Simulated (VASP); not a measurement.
LiSi2N2, 10 atoms in the cell. The typed cell holds 10 atoms: a = 2.887 Å, b = 4.933 Å, c = 8.550 Å, α = 88.41°, β = 90.05°, γ = 89.97°. 

```yaml
Program: VASP 6.6.1
Task: single point
Functional: PBE
Potentials_or_basis: VASP PAW PBE potentials, release 64 (Li_sv, Si, N)
Cutoff: 520 eV
k_mesh: 8 × 4 × 4
Occupations: gaussian, width 0.2 eV
Spin: no spin polarisation
Dipole_correction: no
Further_INCAR_settings: ALGO = Normal; EDIFF = 1e-07; NBANDS = 32
```

Potentials or basis: VASP PAW PBE potentials, release 64 (Li_sv, Si, N).

The run is started by

```console
$ cat potpaw_PBE.64/Li_sv/POTCAR potpaw_PBE.64/Si/POTCAR potpaw_PBE.64/N/POTCAR > POTCAR
$ mpirun -np 1 vasp_std > vasp.out
```

Hardware: 1 thread of Intel(R) Xeon(R) 6975P-C (Granite Rapids) (shared host).

**Question.** How long does it take, and how much memory?

**Answer.** Run time: 2.3 min on 1 thread of Intel(R) Xeon(R) 6975P-C (Granite Rapids), on a shared host, peak memory 0.36 GiB. Counts: scf iterations 18, k points 68.
